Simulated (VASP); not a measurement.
TaSi2: single point with PBE

Crystal: TaSi2.

```
Ta Si
1.0
     4.80604    0.00000    0.00000
    -2.40302    4.16216    0.00000
     0.00000    0.00000    6.59752
Ta Si
3 6
Cartesian
  2.4030 0.0000 3.2988
  1.2015 2.0811 5.4979
  -1.2015 2.0811 1.0996
  0.0000 1.3228 3.2988
  3.6605 0.6614 5.4979
  1.2575 3.5008 1.0996
  2.4030 2.8394 3.2988
  -1.2575 3.5008 5.4979
  1.1456 0.6614 1.0996
```

- Program: VASP 6.6.1
- Task: single point
- Functional: PBE
- Potentials or basis: VASP PAW PBE potentials, release 64 (Ta_pv, Si)
- Cutoff: 520 eV
- k mesh: 6 × 6 × 6
- Occupations: gaussian, width 0.1 eV
- Spin: no spin polarisation

| Quantity | Value |
| --- | --- |
| Pressure | 0.1 GPa |
| Largest force | 0.003 eV/Å |
| Band gap on the k mesh | zero (an odd number of electrons rules out a gap without spin polarisation) |

Forces on the atoms (eV/Å):
```
Ta   0.000  0.000  0.000
Ta   0.000  0.000  0.000
Ta   0.000  0.000  0.000
Si   0.000 -0.003  0.000
Si   0.003 -0.002  0.000
Si   0.003  0.002  0.000
Si   0.000  0.003  0.000
Si  -0.003  0.002  0.000
Si  -0.003 -0.002  0.000
```

Levels at points of the mesh, in eV from the Fermi level:
```csv
k point,band 25,band 26,band 27,band 28,band 29,band 30,band 31,band 32,band 33,band 34
"(0.00, 0.00, 0.00)",-2.50,-2.46,-2.19,-2.19,-1.51,0.71,2.92,2.92,3.32,3.46
"(0.50, 0.00, 0.00)",-2.06,-1.09,-0.75,-0.10,-0.08,0.84,1.13,1.50,1.90,2.24
"(0.00, 0.00, 0.50)",-2.22,-2.06,-1.81,-1.81,1.10,1.10,2.51,2.51,3.34,3.43
"(0.50, 0.00, 0.50)",-2.04,-2.03,-1.86,-0.70,-0.30,1.50,1.89,2.45,2.49,2.51
```

It took 2.1 min on 1 thread of Intel(R) Xeon(R) 6975P-C (Granite Rapids), with other jobs on the host, peak memory 0.3 GiB.

Caveat: spin-orbit coupling is left out, which moves the levels of the heavy elements.
